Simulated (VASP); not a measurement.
A run of VASP 6.6.1 is set up as follows.

File INCAR:

```
SYSTEM = Ga3Sb2As
PREC = Accurate ; ENCUT = 520
EDIFF = 1E-6 ; ISMEAR = 0
SIGMA = 0.1 ; LREAL = .False.
LASPH = .True. ; NELM = 60
ALGO = Normal ; ISIF = 2
LWAVE = .False. ; LCHARG = .False.
GGA = PE ; NBANDS = 66
```

The input KPOINTS:

```
Automatic mesh
0
Gamma
  6 6 1
  0 0 0
```

POSCAR

```
Ga3Sb2As
1.0
    4.2771331318     -0.0000000031      0.0000000000
   -2.1385665633      3.7041059491      0.0000000000
    0.0000000000      0.0000000000     21.1151886045
Ga Sb As
6 4 2
Direct
    0.3333333333      0.6666666667      0.3398856749
    0.3333333333      0.6666666667      0.6669720269
    0.3333333333      0.6666666667      0.9933788725
    0.6666666667      0.3333333333      0.1669720269
    0.6666666667      0.3333333333      0.4933788725
    0.6666666667      0.3333333333      0.8398856749
    0.3333333333      0.6666666667      0.1214377384
    0.3333333333      0.6666666667      0.7939795848
    0.6666666667      0.3333333333      0.2939795848
    0.6666666667      0.3333333333      0.6214377384
    0.3333333333      0.6666666667      0.4583460924
    0.6666666667      0.3333333333      0.9583460924
```

Potentials or basis: VASP PAW PBE potentials, release 64 (Ga_d, Sb, As).

Command:

```console
$ cat potpaw_PBE.64/Ga_d/POTCAR potpaw_PBE.64/Sb/POTCAR potpaw_PBE.64/As/POTCAR > POTCAR
$ mpirun -np 1 vasp_std > vasp.out
```

Question: Estimate the largest force.

Answer: 0.025 eV/Å.

Question: Estimate the pressure.

Answer: 0.2 GPa.

Question: What does it give for the band gap on the k mesh?

Answer: 0.22 eV.

Forces in eV/Å, atoms in the order of the input:
```
Ga   0.000  0.000 -0.013
Ga   0.000  0.000 -0.012
Ga   0.000  0.000  0.005
Ga   0.000  0.000 -0.012
Ga   0.000  0.000  0.005
Ga   0.000  0.000 -0.013
Sb   0.000  0.000  0.025
Sb   0.000  0.000  0.005
Sb   0.000  0.000  0.005
Sb   0.000  0.000  0.025
As   0.000  0.000 -0.008
As   0.000  0.000 -0.008
```

Caveat: spin-orbit coupling is left out, which moves the levels of the heavy elements; an odd mesh through Γ misses points on the zone boundary, where band edges can lie.
